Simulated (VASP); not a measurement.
# TaN (P-6m2) in VASP: further runs

The runs below take TaN through single point, phonons, with RPBE+D3(BJ)+U, PBEsol+D3(BJ)+U.

All numbers are computed with VASP 6.6.1; they aren't measurements. Logs are shortened: lines on timing, memory, paths and dates and some standing lists are left out, and cuts for length are marked.

### 1 The cell of the first run

Symmetry: P-6m2, No. 187, hexagonal system. Conventional cell: a = 2.938 Å, b = 2.938 Å, c = 2.883 Å, α = 90.00°, β = 90.00°, γ = 120.00°. Ta (site symmetry -6m2) has 6 N at 2.23 Å and 2 Ta at 2.88 Å within 2.9 Å. Within 2.9 Å of N (site symmetry -6m2) lie 6 Ta at 2.23 Å and 2 N at 2.88 Å.

### 2 Single point, RPBE+D3(BJ)+U, non-collinear spin, zero start, spin-orbit coupling

The input, INCAR:

```
SYSTEM = TaN
PREC = Accurate
ENCUT = 520
EDIFF = 1E-7
ISMEAR = 0
SIGMA = 0.05
LREAL = .FALSE.
LASPH = .TRUE.
NELM = 150
ALGO = Normal
ISIF = 2
LWAVE = .FALSE.
LCHARG = .FALSE.
MAGMOM = 0 0 0 0 0 0
LORBIT = 11
LSORBIT = .TRUE.
GGA_COMPAT = .FALSE.
LORBMOM = .TRUE.
LMAXMIX = 4
LDAU = .TRUE.
LDAUTYPE = 2
LDAUL = 2 -1
LDAUU = 3 0
LDAUJ = 0 0
LDAUPRINT = 1
GGA = RP
IVDW = 12
NBANDS = 28
```

The input, KPOINTS:

```
Automatic mesh
0
G
  8 8 7
  0 0 0
```

The input, POSCAR:

```
TaN
1.0
    2.9380000000      0.0000000000      0.0000000000
   -1.4690000000      2.5443826363      0.0000000000
    0.0000000000      0.0000000000      2.8830000000
Ta N
1 1
Direct
    0.0000000000      0.0000000000      0.5000000000
    0.6666666667      0.3333333333      0.0000000000
```

Potentials or basis: VASP PAW PBE potentials, release 64 (Ta_pv, N).

Launch:

```console
> cat potpaw_PBE.64/Ta_pv/POTCAR potpaw_PBE.64/N/POTCAR > POTCAR
> mpirun -np 1 vasp_ncl > vasp.out
```

OUTCAR:

```text
SYSTEM = TaN
   PREC = Accurate
   ENCUT = 520
   EDIFF = 1E-7
   ISMEAR = 0
   LREAL = .FALSE.
   LASPH = .TRUE.
   NELM = 150
   ISIF = 2
   LORBIT = 11
   LSORBIT = .TRUE.
   GGA = RP
   IVDW = 12
 IVDW          = 12

 ion  position               nearest neighbor table
   1  0.000  0.000  0.500-   2 2.23   2 2.23   2 2.23   2 2.23   2 2.23   2 2.23
   2  0.667  0.333  0.000-   1 2.23   1 2.23   1 2.23   1 2.23   1 2.23   1 2.23

  LATTYP: Found a hexagonal cell.
 ALAT       =     2.9380000000
 C/A-ratio  =     0.9812797822

  Lattice vectors:

 A1 = (   2.9380000000,   0.0000000000,   0.0000000000)
 A2 = (  -1.4690000000,   2.5443826363,   0.0000000000)
 A3 = (   0.0000000000,   0.0000000000,   2.8830000000)

Analysis of symmetry for initial positions (statically):
=====================================================================
 Subroutine PRICEL returns:
 Original cell was already a primitive cell.

 Routine SETGRP: Setting up the symmetry group for a
 hexagonal supercell.

 Subroutine GETGRP returns: Found 12 space group operations
 (whereof 12 operations were pure point group operations)
 out of a pool of 24 trial point group operations.

The static configuration has the point symmetry D_3h.

Analysis of symmetry for dynamics (positions and initial velocities):
=====================================================================
 Subroutine PRICEL returns:
 Original cell was already a primitive cell.

 Routine SETGRP: Setting up the symmetry group for a
 hexagonal supercell.

 Subroutine GETGRP returns: Found 12 space group operations
 (whereof 12 operations were pure point group operations)
 out of a pool of 24 trial point group operations.

The dynamic configuration has the point symmetry D_3h.

Analysis of structural, dynamic, and magnetic symmetry:
=====================================================================
 Subroutine PRICEL returns:
 Original cell was already a primitive cell.

 Routine SETGRP: Setting up the symmetry group for a
 hexagonal supercell.

 Subroutine GETGRP returns: Found 12 space group operations
 (whereof 12 operations were pure point group operations)
 out of a pool of 24 trial point group operations.

The overall configuration has the point symmetry D_3h.

 Subroutine INISYM returns: Found 12 space group operations
 (whereof 12 operations are pure point group operations),
 and found     1 'primitive' translations

----------------------------------------------------------------------------------------

                                     Primitive cell

  volume of cell :      21.5516

  direct lattice vectors                    reciprocal lattice vectors
     2.938000000  0.000000000  0.000000000     0.340367597  0.196511324  0.000000000
    -1.469000000  2.544382636  0.000000000     0.000000000  0.393022648  0.000000000
     0.000000000  0.000000000  2.883000000     0.000000000  0.000000000  0.346860909

  length of vectors
     2.938000000  2.938000000  2.883000000     0.393022648  0.393022648  0.346860909

  position of ions in fractional coordinates (direct lattice)
     0.000000000  0.000000000  0.500000000
     0.666666667  0.333333333  0.000000000

  ion indices of the primitive-cell ions
   primitive index   ion index
                 1           1
                 2           2

----------------------------------------------------------------------------------------

 KPOINTS: Automatic mesh

Automatic generation of k-mesh.
 Grid dimensions read from file:
 generate k-points for:    8    8    7

 Generating k-lattice:

[... 156 lines left out ...]
  o =  0.3112  v = -0.0000  0.0096  0.0000  0.1136  0.0000 -0.0000 -0.0172 -0.9721  0.0000  0.0000      0.0000 -0.1136  0.1474  0.0096 -0.0000  0.0000  0.0000 -0.0822  0.0172  0.0000

 number of electron      16.0000001 magnetization      -0.0000000     -0.0000000     -0.0000000

 Free energy of the ion-electron system (eV)
  ---------------------------------------------------
  ext. energy  EPLUGINS =         0.00000000
  ---------------------------------------------------
  free energy    TOTEN  =       -19.34153937 eV

  energy without entropy =      -19.34151143  energy(sigma->0) =      -19.34152540

 E-fermi :   8.8911     XC(G=0): -13.2886

 val. band max:        8.8179361340   @ k =   0.0000   0.0000   0.2857
 cond. band min:       8.9536753434   @ k =   0.0000   0.0000   0.2857
 fundamental gap:      0.1357392094
 Fermi energy:         8.8911274792

 k-point     1 :       0.0000    0.0000    0.0000
  band No.  band energies     occupation
      1     -32.0366      1.00000
      2     -32.0366      1.00000
      3     -24.1752      1.00000
      4     -24.1752      1.00000
      5     -23.9830      1.00000
      6     -23.9830      1.00000
[... 733 lines left out ...]
     27      21.1465      0.00000
     28      21.2182      0.00000

 [... further k-points ...]

------------------------ aborting loop because EDIFF is reached ----------------------------------------

 Edisp (eV)   -5.52226

 E8    (eV) :    -3.8388

  FORCE on cell =-STRESS in cart. coord.  units (eV):
  Direction    XX          YY          ZZ          XY          YZ          ZX
  --------------------------------------------------------------------------------------
  -------------------------------------------------------------------------------------
  Total      -3.13432    -3.13432    -2.85367     0.00000     0.00000     0.00000
  in kB    -233.01055  -233.01055  -212.14609     0.00000     0.00000     0.00000
  external pressure =     -226.06 kB  Pullay stress =        0.00 kB

 VOLUME and BASIS-vectors are now :
 -----------------------------------------------------------------------------
  energy-cutoff  :      520.00
  volume of cell :       21.55
      direct lattice vectors                 reciprocal lattice vectors
     2.938000000  0.000000000  0.000000000     0.340367597  0.196511324  0.000000000
    -1.469000000  2.544382636  0.000000000     0.000000000  0.393022648  0.000000000
     0.000000000  0.000000000  2.883000000     0.000000000  0.000000000  0.346860909

 POSITION                                       TOTAL-FORCE (eV/Angst)
 -----------------------------------------------------------------------------------
      0.00000      0.00000      1.44150         0.000000      0.000000      0.000000
      1.46900      0.84813      0.00000        -0.000000      0.000000      0.000000
 -----------------------------------------------------------------------------------
    total drift:                               -0.000000      0.000000      0.000000

  FREE ENERGIE OF THE ION-ELECTRON SYSTEM (eV)
  ---------------------------------------------------
  free  energy   TOTEN  =       -24.8638014121 eV

  energy  without entropy=      -24.8637734692  energy(sigma->0) =      -24.86378744

 orbital moment (x)

 # of ion     p       d       tot
 ----------------------------------------
  1         0.000   0.000   0.000
  2        -0.000   0.000  -0.000
 ----------------------------------------
           -0.000   0.000  -0.000

 orbital moment (y)

 # of ion     p       d       tot
 ----------------------------------------
  1        -0.000  -0.000  -0.000
  2         0.000   0.000   0.000
 ----------------------------------------
           -0.000  -0.000  -0.000

 orbital moment (z)

 # of ion     p       d       tot
 ----------------------------------------
  1         0.000  -0.000  -0.000
  2        -0.000   0.000  -0.000
 ----------------------------------------
           -0.000  -0.000  -0.000

 Spin-Orbit-Coupling matrix elements

 Ion:    1  E_soc:     -1.3161316
 l=   1
     0.0000000    -0.2003893    -0.2036845
    -0.2003893     0.0000000    -0.2003893
    -0.2036845    -0.2003893     0.0000000
 l=   2
     0.0000000    -0.0030289     0.0000000    -0.0030289    -0.0204529
    -0.0030289     0.0000000    -0.0096486    -0.0017369    -0.0030289
     0.0000000    -0.0096486     0.0000000    -0.0096486     0.0000000
    -0.0030289    -0.0017369    -0.0096486     0.0000000    -0.0030289
    -0.0204529    -0.0030289     0.0000000    -0.0030289     0.0000000
 l=   3
     0.0000000     0.0000000     0.0000000     0.0000000     0.0000000     0.0000000     0.0000000
     0.0000000     0.0000000     0.0000000     0.0000000     0.0000000     0.0000000     0.0000000
     0.0000000     0.0000000     0.0000000     0.0000000     0.0000000     0.0000000     0.0000000
     0.0000000     0.0000000     0.0000000     0.0000000     0.0000000     0.0000000     0.0000000
     0.0000000     0.0000000     0.0000000     0.0000000     0.0000000     0.0000000     0.0000000
     0.0000000     0.0000000     0.0000000     0.0000000     0.0000000     0.0000000     0.0000000
     0.0000000     0.0000000     0.0000000     0.0000000     0.0000000     0.0000000     0.0000000

 Ion:    2  E_soc:     -0.0005098
 l=   1
     0.0000000    -0.0000851    -0.0000846
    -0.0000851     0.0000000    -0.0000851
    -0.0000846    -0.0000851     0.0000000
 l=   2
     0.0000000     0.0000000     0.0000000     0.0000000     0.0000000
     0.0000000     0.0000000     0.0000000     0.0000000     0.0000000
     0.0000000     0.0000000     0.0000000     0.0000000     0.0000000
     0.0000000     0.0000000     0.0000000     0.0000000     0.0000000
     0.0000000     0.0000000     0.0000000     0.0000000     0.0000000
 l=   3
     0.0000000     0.0000000     0.0000000     0.0000000     0.0000000     0.0000000     0.0000000
     0.0000000     0.0000000     0.0000000     0.0000000     0.0000000     0.0000000     0.0000000
     0.0000000     0.0000000     0.0000000     0.0000000     0.0000000     0.0000000     0.0000000
     0.0000000     0.0000000     0.0000000     0.0000000     0.0000000     0.0000000     0.0000000
     0.0000000     0.0000000     0.0000000     0.0000000     0.0000000     0.0000000     0.0000000
     0.0000000     0.0000000     0.0000000     0.0000000     0.0000000     0.0000000     0.0000000
     0.0000000     0.0000000     0.0000000     0.0000000     0.0000000     0.0000000     0.0000000

 total charge

# of ion       s       p       d       tot
------------------------------------------
    1        0.316   6.278   2.327   8.922
    2        1.236   2.527   0.000   3.763
--------------------------------------------------
tot          1.552   8.805   2.327  12.685

 magnetization (x)

# of ion       s       p       d       tot
------------------------------------------
    1       -0.000  -0.000  -0.000  -0.000
    2        0.000   0.000   0.000   0.000
--------------------------------------------------
tot         -0.000   0.000  -0.000  -0.000

 magnetization (y)

# of ion       s       p       d       tot
------------------------------------------
    1       -0.000   0.000   0.000   0.000
    2        0.000   0.000   0.000   0.000
--------------------------------------------------
tot         -0.000   0.000   0.000   0.000

 magnetization (z)

# of ion       s       p       d       tot
------------------------------------------
    1        0.000  -0.000   0.000  -0.000
    2       -0.000   0.000   0.000  -0.000
--------------------------------------------------
tot         -0.000  -0.000   0.000  -0.000
```

It took 85 s on 1 thread of Intel Xeon 6975P-C, shared host; peak memory 0.24 GiB.

Results:

```
Free energy                                           : -24.8638 eV
Pressure                                              : -22.6 GPa
Net moment                                            : 0.00 μB per cell
Valence electrons inside the program's atomic spheres : Ta 8.92; N 3.76
Dispersion energy per atom                            : -2.761 eV
```

Stress tensor (GPa, compression positive):
```
-23.30   0.00   0.00
  0.00 -23.30   0.00
  0.00   0.00 -21.21
```

Moments on the atoms (μB; x, y, z):
```
Ta  0.00 0.00 0.00
N   0.00 0.00 0.00
```

Caveat: the PAW data sets were made with another functional, which shifts forces and pressure a little. The state reached can hang on the start; a lower one may exist.

### 3 Single point, RPBE+D3(BJ)+U, non-collinear spin, zero start, spin-orbit coupling (volume scaled by 1.02)

The input, INCAR:

```
  PREC = Accurate
  ENCUT = 520
  EDIFF = 1E-6
  ISMEAR = 0
  SIGMA = 0.05
  LREAL = F
  LASPH = T
  NELM = 150
  ALGO = Normal
  ISIF = 2
  LWAVE = F
  LCHARG = F
  MAGMOM = 0 0 0 0 0 0
  LORBIT = 11
  LSORBIT = T
  GGA_COMPAT = F
  LORBMOM = T
  LMAXMIX = 4
  LDAU = T
  LDAUTYPE = 2
  LDAUL = 2 -1
  LDAUU = 3 0
  LDAUJ = 0 0
  LDAUPRINT = 1
  GGA = RP
  IVDW = 12
  NBANDS = 28
```

The input, KPOINTS:

```
regular mesh
0
Gamma
  8 8 7
```

The input, POSCAR:

```
TaN
1.0
    2.9574575207      0.0000000000      0.0000000000
   -1.4787287603      2.5612333435      0.0000000000
    0.0000000000      0.0000000000      2.9020932717
Ta N
1 1
Direct
    0.0000000000      0.0000000000      0.5000000000
    0.6666666667      0.3333333333      0.0000000000
```

Potentials or basis: VASP PAW PBE potentials, release 64 (Ta_pv, N).

Launch:

```console
> cat potpaw_PBE.64/Ta_pv/POTCAR potpaw_PBE.64/N/POTCAR > POTCAR
> mpirun -np 1 vasp_ncl > vasp.out
```

OUTCAR:

```text
PREC = Accurate
   ENCUT = 520
   EDIFF = 1E-6
   ISMEAR = 0
   LREAL = F
   LASPH = T
   NELM = 150
   ISIF = 2
   LORBIT = 11
   LSORBIT = T
   GGA = RP
   IVDW = 12
 IVDW          = 12

 ion  position               nearest neighbor table
   1  0.000  0.000  0.500-   2 2.24   2 2.24   2 2.24   2 2.24   2 2.24   2 2.24
   2  0.667  0.333  0.000-   1 2.24   1 2.24   1 2.24   1 2.24   1 2.24   1 2.24

  LATTYP: Found a hexagonal cell.
 ALAT       =     2.9574575207
 C/A-ratio  =     0.9812797822

  Lattice vectors:
[... 1096 lines left out ...]
     0.0000000     0.0000000     0.0000000     0.0000000     0.0000000
     0.0000000     0.0000000     0.0000000     0.0000000     0.0000000
     0.0000000     0.0000000     0.0000000     0.0000000     0.0000000
 l=   3
     0.0000000     0.0000000     0.0000000     0.0000000     0.0000000     0.0000000     0.0000000
     0.0000000     0.0000000     0.0000000     0.0000000     0.0000000     0.0000000     0.0000000
     0.0000000     0.0000000     0.0000000     0.0000000     0.0000000     0.0000000     0.0000000
     0.0000000     0.0000000     0.0000000     0.0000000     0.0000000     0.0000000     0.0000000
     0.0000000     0.0000000     0.0000000     0.0000000     0.0000000     0.0000000     0.0000000
     0.0000000     0.0000000     0.0000000     0.0000000     0.0000000     0.0000000     0.0000000
     0.0000000     0.0000000     0.0000000     0.0000000     0.0000000     0.0000000     0.0000000

 total charge

# of ion       s       p       d       tot
------------------------------------------
    1        0.311   6.266   2.295   8.873
    2        1.235   2.512   0.000   3.746
--------------------------------------------------
tot          1.546   8.778   2.295  12.620

 magnetization (x)

# of ion       s       p       d       tot
------------------------------------------
    1       -0.000  -0.000   0.000   0.000
    2       -0.000   0.000   0.000  -0.000
--------------------------------------------------
tot         -0.000  -0.000   0.000  -0.000

 magnetization (y)

# of ion       s       p       d       tot
------------------------------------------
    1        0.000   0.000   0.000   0.000
    2        0.000   0.000   0.000   0.000
--------------------------------------------------
tot          0.000   0.000   0.000   0.000

 magnetization (z)

# of ion       s       p       d       tot
------------------------------------------
    1       -0.000   0.000   0.000   0.000
    2        0.000   0.000   0.000   0.000
--------------------------------------------------
tot          0.000   0.000   0.000   0.000
```

Wall time 67 s (1 thread of Intel Xeon 6975P-C, shared host); peak memory 0.24 GiB.

Results:

- Free energy: -24.7953 eV
- Pressure: -28.5 GPa
- Net moment: 0.00 μB per cell
- Valence electrons inside the program's atomic spheres: Ta 8.87; N 3.75
- Dispersion energy per atom: -2.705 eV

Moments on the atoms (μB; x, y, z):
```
Ta  0.00 0.00 0.00
N   0.00 0.00 0.00
```

Caveat: the PAW data sets were made with another functional, which shifts forces and pressure a little. The state reached can hang on the start; a lower one may exist.

(Part 1 of 2 ends here.)
